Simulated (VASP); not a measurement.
Crystal: Ti3S2.

```
Ti S
1.0
     2.71311    1.56642    3.23762
    -2.71311    1.56642    3.23762
     0.00000   -3.13283    3.23762
Ti S
3 2
Direct
  0.00000 0.33565 0.66434
  0.66434 0.00000 0.33565
  0.33565 0.66434 0.00000
  0.16784 0.16784 0.16784
  0.83216 0.83216 0.83216
```

Base run:

- Program: VASP 6.6.1
- Functional: PBEsol
- Potentials or basis: VASP PAW PBE potentials, release 64 (Ti_sv, S)
- Cutoff: 520 eV
- k mesh: 6 × 6 × 6
- Occupations: fermi-dirac, width 0.05 eV
- Spin: no spin polarisation
- Hubbard terms: Ti d U = 5.0 eV

Its results: band gap on the k mesh zero (bands 24 and 25 overlap by 0.28 eV); pressure 3.4 GPa; largest force 0.137 eV/Å.

Task: After a change of settings the same cell gave: band gap on the k mesh zero (bands 24 and 25 overlap by 0.15 eV); pressure -4.3 GPa; largest force 0.042 eV/Å. Which change was it?
A. hubbard terms from Ti d U = 5.0 eV to Ti d U = 2.0 eV
B. k mesh from 6 × 6 × 6 to 5 × 5 × 5; hubbard terms from Ti d U = 5.0 eV to none
C. hubbard terms from Ti d U = 5.0 eV to Ti d U = 1.0 eV; further incar settings from ALGO = Normal; EDIFF = 1e-06; NBANDS = 32 to ALGO = Normal; EDIFF = 1e-07; NBANDS = 32
D. functional from PBEsol to r2SCAN; hubbard terms from Ti d U = 5.0 eV to none

Result: B.

Caveats: the PAW data sets were made with another functional, which shifts forces and pressure a little; the cell stands under pressure (at least some runs); U without spin polarisation on a metal has little footing (at least some runs); the cell stands under tension (at least some runs).
